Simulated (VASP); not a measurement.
# PbSe (Fm-3m) in VASP: further runs, part 3 of 3

VASP 6.6.1. Earlier steps stand in the parts before.

**6. Electric field gradients, PBEsol (volume scaled by 1.01)**

Contents of INCAR:

```
SYSTEM = PbSe
ALGO     = Normal         ! electronic algorithm
EDIFF    = 1E-8           ! SCF threshold, eV
ENCUT    = 400            ! plane-wave cutoff, eV
GGA      = PS             ! functional
GGA_COMPAT= .False.      
ISIF     = 2              ! what is computed and relaxed
ISMEAR   = -1             ! smearing method
LASPH    = .True.         ! aspherical terms in the spheres
LCHARG   = .False.        ! write CHGCAR
LEFG     = .True.       
LREAL    = .False.        ! projectors in reciprocal space
LWAVE    = .False.        ! write WAVECAR
NBANDS   = 17             ! bands
NELM     = 120            ! most SCF steps
PREC     = Accurate       ! precision mode
SIGMA    = 0.01           ! smearing width, eV
```

Contents of KPOINTS:

```
k-points
0
Gamma
  9 9 9
  0 0 0
```

Contents of POSCAR:

```
PbSe
1.0
    0.0000000000      3.0723233306      3.0723233306
    3.0723233306      0.0000000000      3.0723233306
    3.0723233306      3.0723233306      0.0000000000
Pb Se
1 1
Direct
    0.0000000000      0.0000000000      0.0000000000
    0.5000000000      0.5000000000      0.5000000000
```

Potentials or basis: VASP PAW PBE potentials, release 64 (Pb_d, Se).

Started as:

```sh
> cat potpaw_PBE.64/Pb_d/POTCAR potpaw_PBE.64/Se/POTCAR > POTCAR
> mpirun -np 1 vasp_std > vasp.out
```

OUTCAR:

```text
SYSTEM = PbSe
   EDIFF = 1E-8
   ENCUT = 400
   GGA = PS
   ISIF = 2
   ISMEAR = -1
   LASPH = .True.
   LREAL = .False.
   NELM = 120
   PREC = Accurate

 ion  position               nearest neighbor table
   1  0.000  0.000  0.000-   2 3.07   2 3.07   2 3.07   2 3.07   2 3.07   2 3.07
   2  0.500  0.500  0.500-   1 3.07   1 3.07   1 3.07   1 3.07   1 3.07   1 3.07

  LATTYP: Found a face centered cubic cell.
 ALAT       =     6.1446466612

  Lattice vectors:

 A1 = (   0.0000000000,   3.0723233306,   3.0723233306)
[... 692 lines left out ...]
  ---------------------------------------------------
  free  energy   TOTEN  =        -8.9134534423 eV

  energy  without entropy=       -8.9134534423  energy(sigma->0) =       -8.91345344

 Electric field gradients (V/A^2)
---------------------------------------------------------------------
 ion       V_xx      V_yy      V_zz      V_xy      V_xz      V_yz
---------------------------------------------------------------------
   1       0.000     0.000    -0.000     0.001     0.001     0.001
   2      -0.000     0.000    -0.000     0.000     0.000     0.000
---------------------------------------------------------------------

 Electric field gradients after diagonalization (V/A^2)
 (convention: |V_zz| > |V_xx| > |V_yy|)
----------------------------------------------------------------------
 ion       V_xx      V_yy      V_zz     asymmetry (V_yy - V_xx)/ V_zz
----------------------------------------------------------------------
   1      -0.001    -0.001     0.003       0.000
   2      -0.000    -0.000     0.001       0.000
----------------------------------------------------------------------

           NMR quadrupolar parameters

 Cq : quadrupolar parameter    Cq=e*Q*V_zz/h
 eta: asymmetry parameters     (V_yy - V_xx)/ V_zz
 Q  : nuclear electric quadrupole moment in mb (millibarn)
----------------------------------------------------------------------
 ion       Cq(MHz)       eta       Q (mb)
----------------------------------------------------------------------
   1       0.000       0.000       1.000
   2       0.000       0.000       1.000
----------------------------------------------------------------------
```

stdout:

```text
POSCAR found type information on POSCAR PbSe
 POSCAR found :  2 types and       2 ions
 scaLAPACK will be used
 -----------------------------------------------------------------------------
|                                                                             |
|                                                                             |
|     You enforced a specific xc type in the INCAR file but a different       |
|     I HOPE YOU KNOW WHAT YOU ARE DOING!                                     |
|                                                                             |
 -----------------------------------------------------------------------------

 LDA part: xc-table for (Slater+PW92), standard interpolation
 POSCAR, INCAR and KPOINTS ok, starting setup
 FFT: planning ... GRIDC
 FFT: planning ... GRID_SOFT
 FFT: planning ... GRID
 WAVECAR not read
 entering main loop
ion   1

ion   2
```

It took 14 s on 1 thread of Intel Xeon 6975P-C (Granite Rapids), shared host; peak memory 0.16 GiB.

Results:

```yaml
Free_energy: -8.9135 eV
Pressure: -1.1 GPa
```

Levels at points of the mesh, in eV from the Fermi level:
```csv
k point,band 8,band 9,band 10,band 11,band 12,band 13
"(0.00, 0.00, 0.00)",-1.84,-1.84,-1.84,4.63,4.63,4.63
```

Caveat: this odd mesh misses L, where the gap lies, so gap, dielectric constants and Born charges aren't listed; without QUAD_EFG the Cq values of the log hold for a quadrupole moment of 1 mb, not for the nuclei; the PAW data sets were made with another functional, which shifts forces and pressure a little; spin-orbit coupling is left out, which moves the levels of the heavy elements.

**7. Summary**

```tsv
cell	pressure (GPa)
a = 4.272 Å, angles 60.0°, 2 atoms	1.7
a = 4.301 Å, angles 60.0°, 2 atoms	0.5
a = 4.316 Å, angles 60.0°, 2 atoms	-0.1
a = 4.345 Å, angles 60.0°, 2 atoms	-1.1
```

Alike in all rows: task electric field gradients; level PBEsol; potentials or basis VASP PAW PBE potentials, release 64 (Pb_d, Se); no spin polarisation; k mesh 9 × 9 × 9; cutoff (eV) 400; smearing fermi-dirac 0.01 eV.

Caveats: the PAW data sets were made with another functional, which shifts forces and pressure a little; spin-orbit coupling is left out, which moves the levels of the heavy elements.

Absolute energies hang on the potentials; compare differences alone.
